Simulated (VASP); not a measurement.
# Mg12B (a cell with a defect) in VASP: a series of runs, part 2 of 2

VASP 6.6.1. The steps go on from the part before.

### Step 4. Molecular dynamics, PBE

The input, INCAR:

```
SYSTEM = Mg12B
PREC = Accurate
ENCUT = 520
EDIFF = 1E-5
ISMEAR = -1
SIGMA = 0.1
LREAL = .False.
LASPH = .True.
NELM = 100
ALGO = Normal
ISIF = 2
LWAVE = .False.
LCHARG = .False.
GGA = PE
IBRION = 0
NSW = 40
POTIM = 1.0
TEBEG = 900.0
TEEND = 900.0
ISYM = 0
NELMIN = 4
RANDOM_SEED = 968819 0 0
MDALGO = 2
SMASS = 0
```

The input, KPOINTS:

```
Automatic mesh
0
Gamma
  2 2 2
  0 0 0
```

The input, POSCAR:

```
Mg12B
1.0
    6.4070000000      0.0000000000      0.0000000000
   -4.8052500000      8.3229370000      0.0000000000
    0.0000000000      0.0000000000      5.2015000000
Mg B
12 1
Direct
    0.1625948300      0.2190311100      0.2506151300
    0.3384061200      0.1166116800      0.7522011300
    0.1680646400      0.5511177900      0.2450893700
    0.3292111900      0.4334337900      0.7617246000
    0.1707789900      0.8951481300      0.2468576400
    0.3391706000      0.7846968900      0.7578733900
    0.6627269800      0.2163571100      0.2474981700
    0.8387968600      0.1138829500      0.7493383300
    0.6620912300      0.5483417400      0.2407264600
    0.8300408300      0.4380247600      0.7515514700
    0.6712769600      0.8994148300      0.2372476500
    0.8327888300      0.7814358700      0.7535036000
    0.0007466500      0.6666173500      0.4991749700
```

Potentials or basis: VASP PAW PBE potentials, release 64 (Mg, B).

Launch:

```
$ cat potpaw_PBE.64/Mg/POTCAR potpaw_PBE.64/B/POTCAR > POTCAR
$ mpirun -np 1 vasp_std > vasp.out
```

OUTCAR:

```text
SYSTEM = Mg12B
   PREC = Accurate
   ENCUT = 520
   EDIFF = 1E-5
   ISMEAR = -1
   LREAL = .False.
   LASPH = .True.
   NELM = 100
   ISIF = 2
   GGA = PE
   IBRION = 0
   NSW = 40
   POTIM = 1.0
   TEBEG = 900.0
   ISYM = 0
   NELMIN = 4

 ion  position               nearest neighbor table
   1  0.163  0.219  0.251-   4 3.11  11 3.11   5 3.14   8 3.16   8 3.17   2 3.17   3 3.17   9 3.18
                             2 3.19   7 3.19   4 3.20   7 3.22
   2  0.338  0.117  0.752-   4 3.08  10 3.12   7 3.14   5 3.17   1 3.17   7 3.18   1 3.19   8 3.19
                             6 3.19   5 3.21   8 3.22  12 3.23
   3  0.168  0.551  0.245-  13 2.31   4 3.14   1 3.17   9 3.18  10 3.18   6 3.19   7 3.23   9 3.23
                            10 3.23   4 3.28  11 3.29   5 3.30   6 3.30
   4  0.329  0.433  0.762-   2 3.08   9 3.10   1 3.11   8 3.11   3 3.14  10 3.19   1 3.20  10 3.22
[... 342 lines left out ...]

 number of electron      27.0000000 magnetization

------------------------ aborting loop because EDIFF is reached ----------------------------------------
[... 109 lines left out ...]
--------------------------------------- Ionic step       40  -------------------------------------------

 number of electron      27.0000000 magnetization

 Free energy of the ion-electron system (eV)
  ---------------------------------------------------
  ext. energy  EPLUGINS =         0.00000000
  ---------------------------------------------------
  free energy    TOTEN  =       -21.36331458 eV

  energy without entropy =      -21.21027232  energy(sigma->0) =      -21.28679345

 E-fermi :   2.7170     XC(G=0):  -8.6117

 val. band max:        2.7044198469   @ k =   0.5000  -0.0000   0.0000
 cond. band min:       2.7531586902   @ k =   0.0000   0.0000   0.5000
 fundamental gap:      0.0487388432
 Fermi energy:         2.7170265652

 k-point     1 :       0.0000    0.0000    0.0000
  band No.  band energies     occupation
      1      -5.1021      2.00000
      2      -3.0907      2.00000
      3      -2.2471      2.00000
      4      -1.2770      2.00000
      5      -0.8749      2.00000
      6       0.1575      2.00000
[... 219 lines left out ...]
  ENERGY OF THE ELECTRON-ION-THERMOSTAT SYSTEM (eV)
  ---------------------------------------------------
% ion-electron   TOTEN  =       -21.363315  see above
  kinetic energy EKIN   =         1.937005
  kin. lattice  EKIN_LAT=         0.000000  (temperature 1248.77 K)
  nose potential ES     =        -2.655749
  nose kinetic   EPS    =         0.063380
  ---------------------------------------------------
  total energy   ETOTAL =       -22.018679 eV
```

OSZICAR:

```text
N       E                     dE             d eps       ncg     rms          rms(c)
DAV:   1     0.332208999750E+02    0.33221E+02   -0.81402E+03   320   0.973E+02
DAV:   2    -0.217836542889E+02   -0.55005E+02   -0.52156E+02   388   0.110E+02
DAV:   3    -0.267692467275E+02   -0.49856E+01   -0.47932E+01   424   0.280E+01
[... 240 lines left out ...]
       N       E                     dE             d eps       ncg     rms          rms(c)
DAV:   1    -0.213633139846E+02    0.65233E-01   -0.26265E-03   168   0.229E-01    0.132E-03
DAV:   2    -0.213633145849E+02   -0.60030E-06   -0.60132E-06   244   0.163E-02    0.866E-04
DAV:   3    -0.213633145895E+02   -0.45906E-08   -0.18431E-07   160   0.289E-03    0.597E-04
DAV:   4    -0.213633145843E+02    0.51996E-08   -0.30974E-08   160   0.104E-03
     40 T=  1249. E= -.22018679E+02 F= -.21363315E+02 E0= -.21286793E+02  EK= 0.19370E+01 SP= -.27E+01 SK= 0.63E-01
```

Run time: 12 min. Hardware: 1 thread of Intel Xeon Platinum 8488C (Sapphire Rapids), shared host; peak memory 0.48 GiB.

Step by step:
| step | potential energy change (eV) | largest force (eV/Å) | pressure (GPa) | volume (Å³) | temperature (K) |
| --- | --- | --- | --- | --- | --- |
| 1 | 0.0000 | 0.0297 | 1.04 | 277.37 | 900 |
| 2 | 0.0031 | 0.1038 | 1.02 | 277.37 | 898 |
| 3 | 0.0108 | 0.1965 | 1.01 | 277.37 | 893 |
| 4 | 0.0231 | 0.2899 | 1.00 | 277.37 | 885 |
| 5 | 0.0398 | 0.3797 | 1.00 | 277.37 | 875 |
| 6 | 0.0608 | 0.4656 | 1.00 | 277.37 | 863 |
| 7 | 0.0858 | 0.5469 | 1.01 | 277.37 | 849 |
| 8 | 0.1146 | 0.6231 | 1.03 | 277.37 | 833 |
| 9 | 0.1470 | 0.6936 | 1.05 | 277.37 | 817 |
| 10 | 0.1827 | 0.7714 | 1.08 | 277.37 | 800 |
| 11 | 0.2215 | 0.8537 | 1.11 | 277.37 | 784 |
| 12 | 0.2630 | 0.9366 | 1.14 | 277.37 | 768 |
| 13 | 0.3070 | 1.0204 | 1.18 | 277.37 | 753 |
| 14 | 0.3533 | 1.1051 | 1.23 | 277.37 | 739 |
| 15 | 0.4018 | 1.1910 | 1.27 | 277.37 | 726 |
| 16 | 0.4522 | 1.2783 | 1.32 | 277.37 | 716 |
| 17 | 0.5045 | 1.3671 | 1.37 | 277.37 | 708 |
| 18 | 0.5585 | 1.4573 | 1.43 | 277.37 | 702 |
| 19 | 0.6141 | 1.5490 | 1.49 | 277.37 | 698 |
| 20 | 0.6714 | 1.6422 | 1.55 | 277.37 | 697 |
| 21 | 0.7302 | 1.7366 | 1.61 | 277.37 | 700 |
| 22 | 0.7907 | 1.8320 | 1.67 | 277.37 | 705 |
| 23 | 0.8527 | 1.9282 | 1.74 | 277.37 | 713 |
| 24 | 0.9164 | 2.0247 | 1.81 | 277.37 | 725 |
| 25 | 0.9817 | 2.1209 | 1.88 | 277.37 | 740 |
| 26 | 1.0487 | 2.2161 | 1.95 | 277.37 | 759 |
| 27 | 1.1172 | 2.3096 | 2.03 | 277.37 | 781 |
| 28 | 1.1873 | 2.4003 | 2.10 | 277.37 | 807 |
| 29 | 1.2588 | 2.4871 | 2.18 | 277.37 | 837 |
| 30 | 1.3315 | 2.5687 | 2.27 | 277.37 | 870 |
| 31 | 1.4052 | 2.6436 | 2.35 | 277.37 | 907 |
| 32 | 1.4796 | 2.7103 | 2.44 | 277.37 | 947 |
| 33 | 1.5544 | 2.7671 | 2.53 | 277.37 | 989 |
| 34 | 1.6291 | 2.8123 | 2.62 | 277.37 | 1032 |
| 35 | 1.7033 | 2.8443 | 2.71 | 277.37 | 1076 |
| 36 | 1.7765 | 2.8616 | 2.80 | 277.37 | 1119 |
| 37 | 1.8484 | 2.8630 | 2.90 | 277.37 | 1160 |
| 38 | 1.9183 | 2.8477 | 3.00 | 277.37 | 1196 |
| 39 | 1.9861 | 2.8155 | 3.09 | 277.37 | 1226 |
| 40 | 2.0513 | 2.7668 | 3.19 | 277.37 | 1249 |

Caveat: the k points lie up to 0.60 Å⁻¹ apart.

### Step 5. The runs side by side

| task | cell | gap on the mesh (eV) | pressure (GPa) | largest force (eV/Å) |
| --- | --- | --- | --- | --- |
| relaxation of the atoms | atoms relaxed | none | 1.0 | 0.06 |
| single point | as given | none | 1.0 | 0.03 |
| molecular dynamics | as given | - | - | - |

Alike in all rows: level PBE; potentials or basis VASP PAW PBE potentials, release 64 (Mg, B); no spin polarisation; k mesh 2 × 2 × 2; cutoff (eV) 520; smearing fermi-dirac 0.1 eV.

Caveats: all runs use coarse meshes; the relaxation stopped at a loose force limit of 0.08 eV/Å, so its end isn't a converged minimum (some runs).

Total energies depend on the potentials used, so only differences within one code and one set of settings carry meaning.
